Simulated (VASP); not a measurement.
# SnO2 (P4_2/mnm) in VASP: a series of runs

The runs below take SnO2 through single point, relaxation of cell and atoms, with LDA.

Program: VASP 6.6.1. These are calculated values, not measurements. Logs are shortened: lines on timing, memory, paths and dates and some standing lists are left out, and cuts for length are marked.

### 1 The cell of the first run

It takes space group P4_2/mnm (No. 136, tetragonal). Conventional cell: a = 4.722 Å, b = 4.722 Å, c = 3.190 Å, α = 90.00°, β = 90.00°, γ = 90.00°. Within 2.7 Å of Sn (site symmetry mmm) lie 6 O at 2.04 to 2.05 Å. Within 2.7 Å of O (site symmetry m2m) lie 3 Sn at 2.04 to 2.05 Å and 1 O at 2.59 Å.

### 2 Single point, LDA

Input file INCAR:

```
PREC = Accurate
ENCUT = 600
EDIFF = 1E-6
ISMEAR = 0
SIGMA = 0.01
LREAL = F
LASPH = T
NELM = 120
ALGO = Normal
ISIF = 2
LWAVE = F
LCHARG = F
GGA = CA
NBANDS = 35
GGA_COMPAT = F
```

Input file KPOINTS:

```
regular mesh
0
Gamma
  6 6 9
```

Input file POSCAR:

```
SnO2
1.0
    4.7222526658      0.0000000000      0.0000000000
    0.0000000000      4.7222526658      0.0000000000
    0.0000000000      0.0000000000      3.1904847554
Sn O
2 4
Direct
    0.0000000000      0.0000000000      0.0000000000
    0.5000000000      0.5000000000      0.5000000000
    0.3060678045      0.3060678045      0.0000000000
    0.1939321955      0.8060678045      0.5000000000
    0.6939321955      0.6939321955      0.0000000000
    0.8060678045      0.1939321955      0.5000000000
```

Potentials or basis: VASP PAW LDA potentials, release 64 (Sn_d, O).

Started as:

```console
> cat potpaw_LDA.64/Sn_d/POTCAR potpaw_LDA.64/O/POTCAR > POTCAR
> mpirun -np 1 vasp_std > vasp.out
```

OUTCAR:

```text
PREC = Accurate
   ENCUT = 600
   EDIFF = 1E-6
   ISMEAR = 0
   LREAL = F
   LASPH = T
   NELM = 120
   ISIF = 2
   GGA = CA

 ion  position               nearest neighbor table
   1  0.000  0.000  0.000-   3 2.04   5 2.04   4 2.05   6 2.05   4 2.05   6 2.05   2 3.70   2 3.70
                             2 3.70   2 3.70   2 3.70   2 3.70   2 3.70   2 3.70
   2  0.500  0.500  0.500-   4 2.04   6 2.04   5 2.05   3 2.05   3 2.05   5 2.05   1 3.70   1 3.70
                             1 3.70   1 3.70   1 3.70   1 3.70   1 3.70   1 3.70
   3  0.306  0.306  0.000-   1 2.04   2 2.05   2 2.05
   4  0.194  0.806  0.500-   2 2.04   1 2.05   1 2.05
   5  0.694  0.694  0.000-   1 2.04   2 2.05   2 2.05
   6  0.806  0.194  0.500-   2 2.04   1 2.05   1 2.05

  LATTYP: Found a simple tetragonal cell.
 ALAT       =     4.7222526658
 C/A-ratio  =     0.6756277102

  Lattice vectors:

 A1 = (   4.7222526658,   0.0000000000,   0.0000000000)
 A2 = (   0.0000000000,   4.7222526658,   0.0000000000)
 A3 = (   0.0000000000,   0.0000000000,   3.1904847554)

Analysis of symmetry for initial positions (statically):
=====================================================================
 Subroutine PRICEL returns:
 Original cell was already a primitive cell.

 Routine SETGRP: Setting up the symmetry group for a
 simple tetragonal supercell.

 Subroutine GETGRP returns: Found 16 space group operations
 (whereof  8 operations were pure point group operations)
 out of a pool of 16 trial point group operations.

The static configuration has the point symmetry D_2h.
 The point group associated with its full space group is D_4h.

Analysis of symmetry for dynamics (positions and initial velocities):
=====================================================================
 Subroutine PRICEL returns:
 Original cell was already a primitive cell.

 Routine SETGRP: Setting up the symmetry group for a
 simple tetragonal supercell.

 Subroutine GETGRP returns: Found 16 space group operations
 (whereof  8 operations were pure point group operations)
 out of a pool of 16 trial point group operations.

The dynamic configuration has the point symmetry D_2h.
 The point group associated with its full space group is D_4h.

 Subroutine INISYM returns: Found 16 space group operations
 (whereof  8 operations are pure point group operations),
 and found     1 'primitive' translations

----------------------------------------------------------------------------------------

                                     Primitive cell

  volume of cell :      71.1468

  direct lattice vectors                    reciprocal lattice vectors
     4.722252666  0.000000000  0.000000000     0.211763341  0.000000000  0.000000000
     0.000000000  4.722252666  0.000000000     0.000000000  0.211763341  0.000000000
     0.000000000  0.000000000  3.190484755     0.000000000  0.000000000  0.313431994

  length of vectors
     4.722252666  4.722252666  3.190484755     0.211763341  0.211763341  0.313431994

  position of ions in fractional coordinates (direct lattice)
     0.000000000  0.000000000  0.000000000
     0.500000000  0.500000000  0.500000000
     0.306067805  0.306067805  0.000000000
     0.193932195  0.806067805  0.500000000
     0.693932195  0.693932195  0.000000000
     0.806067805  0.193932195  0.500000000

  ion indices of the primitive-cell ions
   primitive index   ion index
                 1           1
                 2           2
                 3           3
                 4           4
                 5           5
                 6           6

----------------------------------------------------------------------------------------

 KPOINTS: regular mesh

Automatic generation of k-mesh.
 Grid dimensions read from file:
 generate k-points for:    6    6    9

 Generating k-lattice:

  Cartesian coordinates                     Fractional coordinates (reciprocal lattice)
     0.035293890  0.000000000  0.000000000     0.166666667  0.000000000  0.000000000
     0.000000000  0.035293890  0.000000000     0.000000000  0.166666667  0.000000000
     0.000000000  0.000000000  0.034825777     0.000000000  0.000000000  0.111111111

  Length of vectors
     0.035293890  0.035293890  0.034825777

  Shift w.r.t. Gamma in fractional coordinates (k-lattice)
     0.000000000  0.000000000  0.000000000

 Subroutine IBZKPT returns following result:
 ===========================================

 Found     50 irreducible k-points:

 Following reciprocal coordinates:
            Coordinates               Weight
  0.000000  0.000000  0.000000      1.000000
  0.166667  0.000000  0.000000      4.000000
  0.333333  0.000000  0.000000      4.000000
  0.500000  0.000000  0.000000      2.000000
  0.166667  0.166667  0.000000      4.000000
  0.333333  0.166667  0.000000      8.000000
[... 16 lines left out ...]
  0.333333  0.000000  0.222222      8.000000
  0.500000  0.000000  0.222222      4.000000
 [... further k-points ...]
   k-points           NKPTS =     50   k-points in BZ     NKDIM =     50   number of bands    NBANDS=     35
   number of dos      NEDOS =    301   number of ions     NIONS =      6
   total plane-waves  NPLWV =  44800
   dimension x,y,z NGX =    40 NGY =   40 NGZ =   28
   dimension x,y,z NGXF=    80 NGYF=   80 NGZF=   56
   ions per type =               2   4
   NGX,Y,Z   is equivalent  to a cutoff of  14.08, 14.08, 14.59 a.u.
   NGXF,Y,Z  is equivalent  to a cutoff of  28.16, 28.16, 29.18 a.u.
 SYSTEM =  unknown system
   PREC   = accura    normal or accurate (medium, high low for compatibility)
   ISTART =      0    job   : 0-new  1-cont  2-samecut
   ICHARG =      2    charge: 1-file 2-atom 10-const
   ISPIN  =      1    spin polarized calculation?
   LNONCOLLINEAR =      F non collinear calculations
   LSORBIT =      F    spin-orbit coupling
   LASPH  =      T    aspherical Exc in radial PAW
   ENCUT  =  600.0 eV  44.10 Ry    6.64 a.u.   9.43  9.43  6.37*2*pi/ulx,y,z
   NELM   =    120;   NELMIN=  2; NELMDL= -5     # of ELM steps
   EDIFF  = 0.1E-05   stopping-criterion for ELM
   LREAL  =      F    real-space projection
[... 7 lines left out ...]
   TEBEG  =    0.0;   TEEND  =   0.0 temperature during run
   PSTRESS=    0.0 pullay stress
   NELECT =      52.0000    total number of electrons
   NUPDOWN=      -1.0000    fix difference up-down
   EMIN   =  10.00;   EMAX   =-10.00  energy-range for DOS
   EFERMI =   0.00;   METHOD = LEGACY
   ISMEAR =     0;   SIGMA  =   0.01  broadening in eV -4-tet -1-fermi 0-gaus
   EFERMI_NEDOS =   21; number of points for ismear=-14 and -15
   IALGO  =     38    algorithm
   IMIX   =      4    mixing-type and parameters
     AMIX     =   0.40;   BMIX     =  1.00
     AMIX_MAG =   1.60;   BMIX_MAG =  1.00
  volume/ion in A,a.u.               =      11.86        80.02
  Fermi-wavevector in a.u.,A,eV,Ry     =   1.474657  2.786697 29.587395  2.174612
  Thomas-Fermi vector in A             =   2.589401
   LORBIT       =      0    0 simple, 1 ext, 2 COOP (PROOUT), +10 PAW based schemes
   GGA     = CA    functional components
   LHFCALC =     F    Hartree Fock is set to
   AEXX    =    0.0000 exact exchange contribution
   IVDW    =     0    specifies the selected vdW correction
   LEPSILON=     F    determine dielectric tensor
   LRPA    =     F    only Hartree local field effects (RPA)
 non-spin polarized calculation
 Gauss-broadening in eV      SIGMA  =   0.01
  energy-cutoff  :      600.00
  volume of cell :       71.15
 maximum number of plane-waves:      2417
 NGX is ok and might be reduce to    40
   NGX = 19   NGY = 19   NGZ = 13

 number of electron      51.9999993 magnetization

 Free energy of the ion-electron system (eV)
  ---------------------------------------------------
  ext. energy  EPLUGINS =         0.00000000
  ---------------------------------------------------
  free energy    TOTEN  =       -42.29057111 eV

  energy without entropy =      -42.29057111  energy(sigma->0) =      -42.29057111

 E-fermi :   6.0077     XC(G=0): -11.8310

 val. band max:        5.9323581415   @ k =   0.0000   0.0000   0.0000
 cond. band min:       7.1294571960   @ k =   0.0000   0.0000   0.0000
 fundamental gap:      1.1970990546
 Fermi energy:         6.0077200369

 k-point     1 :       0.0000    0.0000    0.0000
  band No.  band energies     occupation
      1     -15.0841      2.00000
      2     -14.3036      2.00000
      3     -14.0291      2.00000
      4     -14.0099      2.00000
      5     -14.0099      2.00000
      6     -13.9323      2.00000
[... 27 lines left out ...]
     34      17.9034      0.00000
     35      18.3146      0.00000

 k-point     2 :       0.1667    0.0000    0.0000
  band No.  band energies     occupation
      1     -15.0412      2.00000
      2     -14.3526      2.00000
      3     -14.0287      2.00000
      4     -14.0079      2.00000
      5     -14.0078      2.00000
      6     -13.9677      2.00000
[... 27 lines left out ...]
     34      17.8897      0.00000
     35      18.2725      0.00000

 k-point     3 :       0.3333    0.0000    0.0000
  band No.  band energies     occupation
      1     -14.9166      2.00000
      2     -14.5117      2.00000
      3     -14.0276      2.00000
      4     -14.0101      2.00000
      5     -14.0037      2.00000
      6     -14.0035      2.00000
[... 27 lines left out ...]
     34      17.9488      0.00000
     35      18.2104      0.00000
[... 723 lines left out ...]
 k-point    23 :       0.3333    0.0000    0.2222
  band No.  band energies     occupation
      1     -14.8000      2.00000
      2     -14.5968      2.00000
      3     -14.2948      2.00000
      4     -14.1205      2.00000
      5     -13.9289      2.00000
      6     -13.9145      2.00000
[... 27 lines left out ...]
     34      17.9836      0.00000
     35      18.1314      0.00000

 k-point    24 :       0.5000    0.0000    0.2222
  band No.  band energies     occupation
      1     -14.7148      2.00000
      2     -14.7148      2.00000
      3     -14.2023      2.00000
      4     -14.2023      2.00000
      5     -13.9190      2.00000
      6     -13.9190      2.00000
[... 27 lines left out ...]
     34      18.1415      0.00000
     35      18.3636      0.00000

 [... further k-points ...]
[... 5 lines left out ...]
  --------------------------------------------------------------------------------------
  -------------------------------------------------------------------------------------
  Total        0.3220514      0.3220514      0.5106699      0.0000000      0.0000000      0.0000000
  in kB        7.2523827      7.2523827     11.4999439      0.0000000      0.0000000      0.0000000
  external PRESSURE =       8.6682364 kB  Pullay stress =       0.0000000 kB

 VOLUME and BASIS-vectors are now :
 -----------------------------------------------------------------------------
  energy-cutoff  :      600.00
  volume of cell :       71.15
      direct lattice vectors                 reciprocal lattice vectors
     4.722252666  0.000000000  0.000000000     0.211763341  0.000000000  0.000000000
     0.000000000  4.722252666  0.000000000     0.000000000  0.211763341  0.000000000
     0.000000000  0.000000000  3.190484755     0.000000000  0.000000000  0.313431994

 POSITION                                       TOTAL-FORCE (eV/Angst)
 -----------------------------------------------------------------------------------
      0.00000      0.00000      0.00000         0.000000     -0.000000      0.000000
      2.36113      2.36113      1.59524         0.000000     -0.000000      0.000000
      1.44533      1.44533      0.00000        -0.014104     -0.014104     -0.000000
      0.91580      3.80646      1.59524         0.014104     -0.014104     -0.000000
      3.27692      3.27692      0.00000         0.014104      0.014104      0.000000
      3.80646      0.91580      1.59524        -0.014104      0.014104      0.000000
 -----------------------------------------------------------------------------------
    total drift:                                0.000000     -0.000000     -0.000000

  FREE ENERGIE OF THE ION-ELECTRON SYSTEM (eV)
  ---------------------------------------------------
  free  energy   TOTEN  =       -42.2905711081 eV

  energy  without entropy=      -42.2905711081  energy(sigma->0) =      -42.29057111
```

It took 3.1 min on 1 thread of Oxide Virtual Turin-like, shared host; peak memory 0.22 GiB.

Results:

```yaml
Free_energy: -42.2906 eV
Pressure: 0.9 GPa
Largest_force: 0.020 eV/Å
Band_gap_on_the_k_mesh: 1.20 eV
```

Forces in eV/Å, atoms in the order of the input:
```
Sn   0.000  0.000  0.000
Sn   0.000  0.000  0.000
O   -0.014 -0.014  0.000
O    0.014 -0.014  0.000
O    0.014  0.014  0.000
O   -0.014  0.014  0.000
```

Stress tensor (GPa, compression positive):
```
0.73 0.00 0.00
0.00 0.73 0.00
0.00 0.00 1.15
```

Levels at points of the mesh, in eV from the valence-band top:
| k point | band 22 | band 23 | band 24 | band 25 | band 26 | band 27 | band 28 | band 29 | band 30 | band 31 |
| --- | --- | --- | --- | --- | --- | --- | --- | --- | --- | --- |
| (0.00, 0.00, 0.00) | -1.28 | -1.28 | -0.81 | -0.81 | 0.00 | 1.20 | 5.96 | 6.08 | 6.08 | 10.11 |
| (0.50, 0.00, 0.00) | -2.03 | -1.24 | -1.24 | -0.65 | -0.65 | 4.36 | 4.36 | 6.83 | 6.83 | 10.83 |
| (0.50, 0.50, 0.00) | -2.07 | -1.36 | -1.36 | -0.92 | -0.92 | 4.74 | 4.74 | 7.33 | 7.33 | 10.84 |

Caveat: spin-orbit coupling is left out, which moves the levels of the heavy elements. A hybrid or GW would open this gap; LDA tends to underestimate it.

### 3 Relaxation of cell and atoms, LDA

This run uses another cell than the first one, of 11.92 Å³/atom.

Input file INCAR:

```
SYSTEM = SnO2
ALGO = Normal ; EDIFF = 1E-7
EDIFFG = -0.002 ; ENCUT = 600
GGA_COMPAT = .False. ; IBRION = 2
ISIF = 3 ; ISMEAR = 0
LASPH = .True. ; LCHARG = .False.
LREAL = .False. ; LWAVE = .False.
NELM = 120 ; NELMIN = 4
NSW = 80 ; PREC = Accurate
SIGMA = 0.01
```

Input file KPOINTS:

```
k-points
0
Gamma
  6 6 9
  0 0 0
```

Input file POSCAR:

```
SnO2
1.0
    4.7380000000      0.0000000000      0.0000000000
    0.0000000000      4.7380000000      0.0000000000
    0.0000000000      0.0000000000      3.1865000000
Sn O
2 4
Direct
    0.0000000000      0.0000000000      0.0000000000
    0.5000000000      0.5000000000      0.5000000000
    0.3071000000      0.3071000000      0.0000000000
    0.1929000000      0.8071000000      0.5000000000
    0.6929000000      0.6929000000      0.0000000000
    0.8071000000      0.1929000000      0.5000000000
```

Potentials or basis: VASP PAW LDA potentials, release 64 (Sn_d, O).

Started as:

```console
> cat potpaw_LDA.64/Sn_d/POTCAR potpaw_LDA.64/O/POTCAR > POTCAR
> mpirun -np 1 vasp_std > vasp.out
```

It took 11 min on 1 thread of Oxide Virtual Turin-like, shared host; peak memory 0.23 GiB.

The run converged. Its results:

* Free energy: -42.2924 eV
* Relaxed volume: 11.90 Å³/atom
* Relaxed cell: a = 4.727 Å, b = 4.727 Å, c = 3.196 Å, α = 90.00°, β = 90.00°, γ = 90.00°
* Space group after relaxing (to 0.1 Å): P4_2/mnm (No. 136)
* Energy gained by relaxing: 0.6 meV/atom
* Ionic steps: 8
* Pressure after relaxing: 0.0 GPa
* Band gap on the k mesh: 1.15 eV

Step by step:
```
step  energy change (eV)  largest force (eV/Å)  pressure (GPa)  volume (Å³)
   1              0.0000                0.1796            0.11        71.53
   2             -0.0032                0.0462           -0.65        71.62
   3             -0.0034                0.0025           -0.50        71.60
   4             -0.0034                0.0144            0.48        71.24
   5             -0.0037                0.0059            0.00        71.42
   6             -0.0037                0.0060            0.01        71.42
   7             -0.0037                0.0026            0.00        71.42
   8             -0.0037                0.0003            0.01        71.41
```

Final structure:
```
CELL_PARAMETERS angstrom
4.72685 0.00000 0.00000
0.00000 4.72685 0.00000
0.00000 0.00000 3.19626
ATOMIC_POSITIONS crystal
Sn 0.00000 0.00000 0.00000
Sn 0.50000 0.50000 0.50000
O 0.30604 0.30604 0.00000
O 0.19396 0.80604 0.50000
O 0.69396 0.69396 0.00000
O 0.80604 0.19396 0.50000
```

Levels at points of the mesh, in eV from the valence-band top:
```
           k point  band 22  band 23  band 24  band 25  band 26  band 27  band 28  band 29  band 30  band 31
(0.00, 0.00, 0.00)    -1.28    -1.28    -0.80    -0.80     0.00     1.15     5.92     6.05     6.05    10.10
(0.50, 0.00, 0.00)    -2.03    -1.24    -1.24    -0.65    -0.65     4.31     4.31     6.81     6.81    10.80
(0.50, 0.50, 0.00)    -2.06    -1.37    -1.37    -0.91    -0.91     4.70     4.70     7.29     7.29    10.80
```

Caveat: spin-orbit coupling is left out, which moves the levels of the heavy elements.
